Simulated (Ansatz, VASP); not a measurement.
## SnO: VASP beside Ansatz

Contents of INCAR:

```
SYSTEM = SnO
ALGO = Normal
DIPOL = 0.5 0.5 0.403
EDIFF = 1E-6
ENCUT = 520
GGA = PE
IDIPOL = 3
ISIF = 2
ISMEAR = 0
IVDW = 12
LASPH = .True.
LCHARG = .False.
LDIPOL = .True.
LREAL = .False.
LWAVE = .False.
NBANDS = 50
NELM = 80
PREC = Accurate
SIGMA = 0.05
```

Contents of KPOINTS:

```
k-points
0
Gamma
  7 7 1
  0 0 0
```

POSCAR

```
SnO
1.0
    3.8201527579      0.0002954580      0.0000000000
   -0.0003145460      3.8201527564      0.0000000000
    0.0000000000      0.0000000000     22.2260749779
Sn O
4 4
Direct
    0.9999453016      0.9999453016      0.2024648978
    0.4999453016      0.4999453016      0.3087831520
    0.6249453016      0.7499453016      0.4977503900
    0.1249453016      0.2499453016      0.6040686442
    0.9999461181      0.4999461181      0.2556240249
    0.4999461181      0.9999461181      0.2556240249
    0.6249461181      0.2499461181      0.5509095171
    0.1249461181      0.7499461181      0.5509095171
```

Input for Ansatz:

```yaml
crystal:
  lattice:
    - [3.820152616, 0.0002954389, 0.0]
    - [-0.0003145156, 3.8201526145, 0.0]
    - [0.0, 0.0, 22.2260756252]
  atoms:
    - { symbol: Sn, position: [0.9999453016, 0.9999453016, 0.202464892] }
    - { symbol: O, position: [0.9999461184, 0.4999461184, 0.2556240248] }
    - { symbol: O, position: [0.4999461184, 0.9999461184, 0.2556240248] }
    - { symbol: Sn, position: [0.4999453016, 0.4999453016, 0.3087831576] }
    - { symbol: Sn, position: [0.6249453016, 0.7499453016, 0.4977503901] }
    - { symbol: O, position: [0.6249461184, 0.2499461184, 0.5509095229] }
    - { symbol: O, position: [0.1249461184, 0.7499461184, 0.5509095229] }
    - { symbol: Sn, position: [0.1249453016, 0.2499453016, 0.6040686557] }
basis:
  ecutwfc: 420
kpoints:
  mp_grid: { grid: [7, 7, 1] }
hamiltonian:
  xc: pbe
  pseudopotentials: { kind: paw, azcp: { folder: soft_1 } }
  dispersion: d3bj
scf:
  occupations: { method: gaussian, width: 0.05 }
output:
  forces: true
  eigenvalues: true
efield:
  axis: 3
  dipole_correction: true
  ramp_width: 0.04
```

Alike in both runs: task single point; functional PBE; dispersion D3(BJ); k mesh 7 × 7 × 1; occupations gaussian, width 0.05 eV; no spin polarisation.

|  | VASP | Ansatz |
| --- | --- | --- |
| version | VASP 6.6.1 | Ansatz 0.2.0 |
| potentials or method | VASP PAW PBE potentials, release 64 (Sn_d, O), cutoff 520 eV | scalar-relativistic, plane waves, PAW |
| valence electrons in the cell | 80 | 80 |

|  | VASP | Ansatz | Ansatz less VASP |
| --- | --- | --- | --- |
| gap on the k mesh at the Fermi level (eV) | 2.48 | 2.49 | +0.008 |
| least direct gap on the mesh (eV) | 2.56 | 2.60 | +0.043 |
| rms of the force components (eV/Å) | 0.038 | 0.013 | -0.0255 |
